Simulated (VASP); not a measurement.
## Si3N2: single point with PBE

Crystal: Si3N2.

```xyz
5
Lattice="3.5221 0.0000 0.0000 0.0000 3.5221 0.0000 0.0000 0.0000 5.1546" Properties=species:S:1:pos:R:3 pbc="T T T"
Si    1.7610    1.7610    0.0000
Si    0.0000    1.7610    3.2990
Si    1.7610    0.0000    1.8556
N     1.7610    1.7610    2.5773
N     0.0000    0.0000    2.5773
```

The cell was built from a structure type or drawn by symmetry, and may not be a known phase.

```yaml
Program: VASP 6.6.1
Task: single point
Functional: PBE
Potentials_or_basis: VASP PAW PBE potentials, release 64 (Si, N)
Cutoff: 520 eV
k_mesh: 6 × 6 × 4
Occupations: gaussian, width 0.1 eV
Spin: collinear spin, ferromagnetic start
Starting_moments: "[0.0, 0.0, 0.0, 1.0, 1.0] μB"
Dipole_correction: no
Further_INCAR_settings: ALGO = Normal; EDIFF = 1e-07; NBANDS = 23
```

The pressure is -0.1 GPa. The largest force is 0.010 eV/Å, the band gap on the k mesh is zero (filled and empty bands overlap) and the net moment is 0.00 μB per cell. The valence electrons inside the program's atomic spheres are Si 1.60, 1.50 (each value once); N 3.84.

Forces in eV/Å, atoms in the order of the input:
```
Si   0.000  0.000  0.000
Si   0.000  0.000  0.010
Si   0.000  0.000 -0.010
N    0.000  0.000  0.000
N    0.000  0.000  0.000
```

Stress tensor (GPa, compression positive):
```
-0.02  0.00  0.00
 0.00 -0.02  0.00
 0.00  0.00 -0.35
```

Levels at points of the mesh, in eV from the Fermi level:
Spin up:
| k point | band 8 | band 9 | band 10 | band 11 | band 12 | band 13 | band 14 | band 15 |
| --- | --- | --- | --- | --- | --- | --- | --- | --- |
| (0.00, 0.00, 0.00) | -2.80 | -2.80 | -0.94 | 0.83 | 1.31 | 1.31 | 2.55 | 3.81 |
| (0.50, 0.00, 0.00) | -6.07 | -5.49 | -3.93 | 1.25 | 2.06 | 2.31 | 4.99 | 5.93 |
| (0.50, 0.50, 0.00) | -3.88 | -3.88 | -1.37 | -1.37 | 0.50 | 0.50 | 1.47 | 3.48 |
| (0.00, 0.00, 0.50) | -3.19 | -2.84 | -2.84 | -0.64 | 0.41 | 0.41 | 3.40 | 4.72 |
| (0.50, 0.00, 0.50) | -6.00 | -3.17 | -2.37 | -1.87 | 1.36 | 1.53 | 4.00 | 5.39 |
| (0.50, 0.50, 0.50) | -4.66 | -2.21 | -1.38 | -1.38 | -0.30 | 3.30 | 3.30 | 3.46 |
Spin down:
| k point | band 9 | band 10 | band 11 | band 12 | band 13 | band 14 |
| --- | --- | --- | --- | --- | --- | --- |
| (0.00, 0.00, 0.00) | -2.80 | -0.94 | 0.83 | 1.31 | 1.31 | 2.55 |
| (0.50, 0.00, 0.00) | -5.49 | -3.93 | 1.25 | 2.06 | 2.31 | 4.99 |
| (0.50, 0.50, 0.00) | -3.88 | -1.37 | -1.37 | 0.50 | 0.50 | 1.47 |
| (0.00, 0.00, 0.50) | -2.84 | -2.84 | -0.64 | 0.41 | 0.41 | 3.40 |
| (0.50, 0.00, 0.50) | -3.17 | -2.37 | -1.87 | 1.36 | 1.53 | 4.00 |
| (0.50, 0.50, 0.50) | -2.21 | -1.38 | -1.38 | -0.30 | 3.30 | 3.30 |

Run time: 46 s on 1 thread of Intel(R) Xeon(R) Platinum 8559C (Emerald Rapids) (shared host), peak memory 0.23 GiB.
